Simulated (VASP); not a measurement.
# BaF2 (Frankdicksonite) (Fm-3m) in VASP: notebook

The runs below take BaF2 (Frankdicksonite) through single point, with r2SCAN.

Everything below comes from runs of VASP 6.6.1. Logs are shortened: lines on timing, memory, paths and dates and some standing lists are left out, and cuts for length are marked.

## (1) The cell of the first run

Symmetry: Fm-3m, No. 225, cubic system. Conventional cell: a = 6.194 Å, b = 6.194 Å, c = 6.194 Å, α = 90.00°, β = 90.00°, γ = 90.00°. Ba (site symmetry m-3m) has 8 F at 2.68 Å within 3.5 Å. F (site symmetry -43m) has 4 Ba at 2.68 Å and 6 F at 3.10 Å within 3.5 Å.

## (2) Single point, r2SCAN

The input, POSCAR:

```
BaF2
1.0
    0.0000000000      3.0971612425      3.0971612425
    3.0971612425      0.0000000000      3.0971612425
    3.0971612425      3.0971612425      0.0000000000
Ba F
1 2
Direct
    0.0000000000      0.0000000000      0.0000000000
    0.2500000000      0.2500000000      0.2500000000
    0.7500000000      0.7500000000      0.7500000000
```

The input, INCAR.step1:

```
SYSTEM = BaF2
ALGO = Normal
EDIFF = 1E-5
ENCUT = 660
GGA = PE
GGA_COMPAT = .FALSE.
ISMEAR = 0
LASPH = .TRUE.
LCHARG = .FALSE.
LREAL = .FALSE.
LWAVE = .TRUE.
NBANDS = 19
NELM = 120
PREC = Accurate
SIGMA = 0.01
```

The input, INCAR.step2:

```
SYSTEM = BaF2
ALGO = Normal
EDIFF = 1E-6
ENCUT = 660
GGA_COMPAT = .FALSE.
ISIF = 2
ISMEAR = 0
ISTART = 1
LASPH = .TRUE.
LCHARG = .FALSE.
LMIXTAU = .TRUE.
LREAL = .FALSE.
LWAVE = .FALSE.
METAGGA = R2SCAN
NBANDS = 19
NELM = 120
PREC = Accurate
SIGMA = 0.01
```

The input, KPOINTS:

```
k-points
0
G
  6 6 6
  0 0 0
```

Potentials or basis: VASP PAW PBE potentials, release 64 (Ba_sv, F).

Command:

```bash
$ cat potpaw_PBE.64/Ba_sv/POTCAR potpaw_PBE.64/F/POTCAR > POTCAR
$ cp INCAR.step1 INCAR
$ mpirun -np 1 vasp_std > vasp.out
$ cp INCAR.step2 INCAR
$ mpirun -np 1 vasp_std > vasp.out
```

OUTCAR:

```text
SYSTEM = BaF2
   EDIFF = 1E-6
   ENCUT = 660
   ISIF = 2
   ISMEAR = 0
   ISTART = 1
   LASPH = .TRUE.
   LREAL = .FALSE.
   METAGGA = R2SCAN
   NELM = 120
   PREC = Accurate

 ion  position               nearest neighbor table
   1  0.000  0.000  0.000-   3 2.68   3 2.68   3 2.68   2 2.68   3 2.68   2 2.68   2 2.68   2 2.68

   2  0.250  0.250  0.250-   1 2.68   1 2.68   1 2.68   1 2.68
   3  0.750  0.750  0.750-   1 2.68   1 2.68   1 2.68   1 2.68

  LATTYP: Found a face centered cubic cell.
 ALAT       =     6.1943224850

  Lattice vectors:

 A1 = (   0.0000000000,   3.0971612425,   3.0971612425)
 A2 = (   3.0971612425,   0.0000000000,   3.0971612425)
 A3 = (   3.0971612425,   3.0971612425,   0.0000000000)

Analysis of symmetry for initial positions (statically):
=====================================================================
 Subroutine PRICEL returns:
 Original cell was already a primitive cell.

 Routine SETGRP: Setting up the symmetry group for a
 face centered cubic supercell.

 Subroutine GETGRP returns: Found 48 space group operations
 (whereof 48 operations were pure point group operations)
 out of a pool of 48 trial point group operations.

The static configuration has the point symmetry O_h .

Analysis of symmetry for dynamics (positions and initial velocities):
=====================================================================
 Subroutine PRICEL returns:
 Original cell was already a primitive cell.

 Routine SETGRP: Setting up the symmetry group for a
 face centered cubic supercell.

 Subroutine GETGRP returns: Found 48 space group operations
 (whereof 48 operations were pure point group operations)
 out of a pool of 48 trial point group operations.

The dynamic configuration has the point symmetry O_h .

 Subroutine INISYM returns: Found 48 space group operations
 (whereof 48 operations are pure point group operations),
 and found     1 'primitive' translations

----------------------------------------------------------------------------------------

                                     Primitive cell

  volume of cell :      59.4185

  direct lattice vectors                    reciprocal lattice vectors
     0.000000000  3.097161242  3.097161242    -0.161438156  0.161438156  0.161438156
     3.097161242  0.000000000  3.097161242     0.161438156 -0.161438156  0.161438156
     3.097161242  3.097161242  0.000000000     0.161438156  0.161438156 -0.161438156

  length of vectors
[... 74 lines left out ...]
   NELM   =    120;   NELMIN=  2; NELMDL=  0     # of ELM steps
   EDIFF  = 0.1E-05   stopping-criterion for ELM
   LREAL  =      F    real-space projection
   EDIFFG = 0.1E-04   stopping-criterion for IOM
   NSW    =      0    number of steps for IOM
   IBRION =     -1    ionic relax: 0-MD 1-quasi-New 2-CG
   NFREE  =      0    steps in history (QN), initial steepest desc. (CG)
   ISIF   =      2    stress and relaxation
   ISYM   =      2    0-nonsym 1-usesym 2-fastsym
   POTIM  = 0.5000    time-step for ionic-motion
   TEBEG  =    0.0;   TEEND  =   0.0 temperature during run
   PSTRESS=    0.0 pullay stress
   NELECT =      24.0000    total number of electrons
   NUPDOWN=      -1.0000    fix difference up-down
   EMIN   =  10.00;   EMAX   =-10.00  energy-range for DOS
   EFERMI =   0.00;   METHOD = LEGACY
   ISMEAR =     0;   SIGMA  =   0.01  broadening in eV -4-tet -1-fermi 0-gaus
   EFERMI_NEDOS =   21; number of points for ismear=-14 and -15
   IALGO  =     38    algorithm
   IMIX   =      4    mixing-type and parameters
     AMIX     =   0.40;   BMIX     =  1.00
     AMIX_MAG =   1.60;   BMIX_MAG =  1.00
  volume/ion in A,a.u.               =      19.81       133.66
  Fermi-wavevector in a.u.,A,eV,Ry     =   1.210147  2.286846 19.925127  1.464456
  Thomas-Fermi vector in A             =   2.345703
   LORBIT       =      0    0 simple, 1 ext, 2 COOP (PROOUT), +10 PAW based schemes
   METAGGA = R2SCAN    functional components
   LHFCALC =     F    Hartree Fock is set to
   AEXX    =    0.0000 exact exchange contribution
   IVDW    =     0    specifies the selected vdW correction
   LEPSILON=     F    determine dielectric tensor
   LRPA    =     F    only Hartree local field effects (RPA)
 non-spin polarized calculation
 Gauss-broadening in eV      SIGMA  =   0.01
  energy-cutoff  :      660.00
  volume of cell :       59.42
 maximum number of plane-waves:      2301
 NGX is ok and might be reduce to    40
   NGX = 19   NGY = 19   NGZ = 19

 number of electron      24.0000002 magnetization

 Free energy of the ion-electron system (eV)
  ---------------------------------------------------
  ext. energy  EPLUGINS =         0.00000000
  ---------------------------------------------------
  free energy    TOTEN  =       -45.06747057 eV

  energy without entropy =      -45.06747057  energy(sigma->0) =      -45.06747057

 E-fermi :  -2.5532     XC(G=0):  -9.2558

 val. band max:       -2.5971148632   @ k =  -0.1667   0.1667   0.0000
 cond. band min:       4.7619946206   @ k =   0.0000   0.0000   0.0000
 fundamental gap:      7.3591094838
 Fermi energy:        -2.5532362125

 k-point     1 :       0.0000    0.0000    0.0000
  band No.  band energies     occupation
      1     -26.2167      2.00000
      2     -22.6741      2.00000
      3     -22.5349      2.00000
      4     -10.5578      2.00000
      5     -10.5578      2.00000
      6     -10.5578      2.00000
[... 329 lines left out ...]
      6     -10.5382      2.00000
[... 11 lines left out ...]
     18      12.7801      0.00000
     19      13.0994      0.00000

------------------------ aborting loop because EDIFF is reached ----------------------------------------

  FORCE on cell =-STRESS in cart. coord.  units (eV):
  Direction    XX          YY          ZZ          XY          YZ          ZX
  --------------------------------------------------------------------------------------
  -------------------------------------------------------------------------------------
  Total        0.3346699      0.3346699      0.3346699      0.0000000     -0.0000000      0.0000000
  in kB        9.0241404      9.0241404      9.0241404      0.0000000     -0.0000000      0.0000000
  external PRESSURE =       9.0241404 kB  Pullay stress =       0.0000000 kB

 VOLUME and BASIS-vectors are now :
 -----------------------------------------------------------------------------
  energy-cutoff  :      660.00
  volume of cell :       59.42
      direct lattice vectors                 reciprocal lattice vectors
     0.000000000  3.097161242  3.097161242    -0.161438156  0.161438156  0.161438156
     3.097161242  0.000000000  3.097161242     0.161438156 -0.161438156  0.161438156
     3.097161242  3.097161242  0.000000000     0.161438156  0.161438156 -0.161438156

 POSITION                                       TOTAL-FORCE (eV/Angst)
 -----------------------------------------------------------------------------------
      0.00000      0.00000      0.00000        -0.000000     -0.000000     -0.000000
      1.54858      1.54858      1.54858        -0.000000      0.000000      0.000000
      4.64574      4.64574      4.64574         0.000000     -0.000000     -0.000000
 -----------------------------------------------------------------------------------
    total drift:                                0.000000     -0.000000      0.000000

  FREE ENERGIE OF THE ION-ELECTRON SYSTEM (eV)
  ---------------------------------------------------
  free  energy   TOTEN  =       -45.0674705682 eV

  energy  without entropy=      -45.0674705682  energy(sigma->0) =      -45.06747057
```

Run time: 1.9 min. Hardware: 1 thread of Intel Xeon Platinum 8375C at 2.90GHz (Ice Lake), shared host; peak memory 0.27 GiB.

Results:

```
Free energy            : -45.0675 eV
Pressure               : 0.9 GPa
Band gap on the k mesh : 7.36 eV, indirect (least direct gap 7.43 eV)
```

Caveat: the PAW data sets were made with another functional, which shifts forces and pressure a little; spin-orbit coupling is left out, which moves the levels of the heavy elements. r2SCAN opens gaps a little over a GGA but as a rule still falls short of measured ones.

## (3) Single point, r2SCAN

POSCAR is that of step 2.

The input, INCAR.step1:

```
PREC = Accurate ; ENCUT = 660
ISMEAR = 0 ; SIGMA = 0.01
LREAL = False ; LASPH = True
NELM = 120 ; NBANDS = 19
GGA = PE ; ALGO = Normal
EDIFF = 1E-5 ; LWAVE = True
LCHARG = False ; GGA_COMPAT = False
```

The input, INCAR.step2:

```
PREC = Accurate ; ENCUT = 660
EDIFF = 1E-6 ; ISMEAR = 0
SIGMA = 0.01 ; LREAL = False
LASPH = True ; NELM = 120
ALGO = Normal ; ISIF = 2
LWAVE = False ; LCHARG = False
METAGGA = R2SCAN ; LMIXTAU = True
NBANDS = 19 ; ISTART = 1
GGA_COMPAT = False
```

The input, KPOINTS:

```
regular mesh
0
Gamma
  6 6 6
```

Potentials or basis: VASP PAW PBE potentials, release 64 (Ba_sv, F).

Command:

```bash
$ cat potpaw_PBE.64/Ba_sv/POTCAR potpaw_PBE.64/F/POTCAR > POTCAR
$ cp INCAR.step1 INCAR
$ mpirun -np 1 vasp_std > vasp.out
$ cp INCAR.step2 INCAR
$ mpirun -np 1 vasp_std > vasp.out
```

Run time: 1.8 min. Hardware: 1 thread of Intel Xeon Platinum 8375C at 2.90GHz (Ice Lake), shared host; peak memory 0.27 GiB.

It converged, with:

```
Free energy            : -45.0675 eV
Pressure               : 0.9 GPa
Band gap on the k mesh : 7.36 eV, indirect (least direct gap 7.43 eV)
```

Levels at points of the mesh, in eV from the valence-band top:
```
           k point  band 9  band 10  band 11  band 12  band 13  band 14  band 15  band 16
(0.00, 0.00, 0.00)   -1.47    -0.07    -0.07    -0.07     7.36     9.93     9.93    12.30
(0.50, 0.00, 0.00)   -0.64    -0.34    -0.15    -0.15     9.88     9.88     9.97    10.14
(0.50, 0.50, 0.00)   -0.35    -0.30    -0.30    -0.12     7.71     9.87    11.42    12.88
```

Caveat: the PAW data sets were made with another functional, which shifts forces and pressure a little; spin-orbit coupling is left out, which moves the levels of the heavy elements.
